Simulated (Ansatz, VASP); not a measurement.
**Two plane-wave programs on Cs**

Contents of INCAR:

```
PREC = Accurate
ENCUT = 520
EDIFF = 1E-7
ISMEAR = 0
SIGMA = 0.15
LREAL = False
LASPH = True
NELM = 100
ALGO = Fast
ISIF = 2
LWAVE = False
LCHARG = False
GGA = PE
NBANDS = 10
```

Contents of KPOINTS:

```
regular mesh
0
Gamma
  12 12 12
```

The input POSCAR:

```
Cs
1.0
   -2.7807000000      2.7807000000      2.9016000000
    2.7807000000     -2.7807000000      2.9016000000
    2.7807000000      2.7807000000     -2.9016000000
Cs
1
Direct
    0.0000000000      0.0000000000      0.0000000000
```

Input for Ansatz:

```yaml
crystal:
  lattice:
    - [-2.7807, 2.7807, 2.9016]
    - [2.7807, -2.7807, 2.9016]
    - [2.7807, 2.7807, -2.9016]
  atoms:
    - { symbol: Cs, position: [0.0, 0.0, 0.0] }
basis:
  ecutwfc: 420
kpoints:
  mp_grid: { grid: [12, 12, 12] }
hamiltonian:
  xc: pbe
scf:
  occupations: { method: gaussian, width: 0.15 }
output:
  forces: true
  stress: true
  eigenvalues: true
```

Change from the starting cell: strain -0.080 along x and y, -0.040 along z, atoms carried along.

Alike in both runs: task single point; functional PBE; k mesh 12 × 12 × 12; occupations gaussian, width 0.15 eV; no spin polarisation.

```csv
,VASP,Ansatz
version,VASP 6.6.1,Ansatz 0.2.0
potentials or method,"VASP PAW PBE potentials, release 64 (Cs_sv), cutoff 520 eV","scalar-relativistic, plane waves, PAW"
valence electrons in the cell,9,9
```

|  | VASP | Ansatz | Ansatz less VASP |
| --- | --- | --- | --- |
| gap on the k mesh at the Fermi level (eV) | none | none | - |
| pressure (GPa) | 0.8 | 0.8 | +0.01 |

A gap of «none» marks a metal or a gap that the smearing closes. With one functional, cell and mesh, what is left measures potentials, basis and numerics.

Spin-orbit coupling is off throughout.
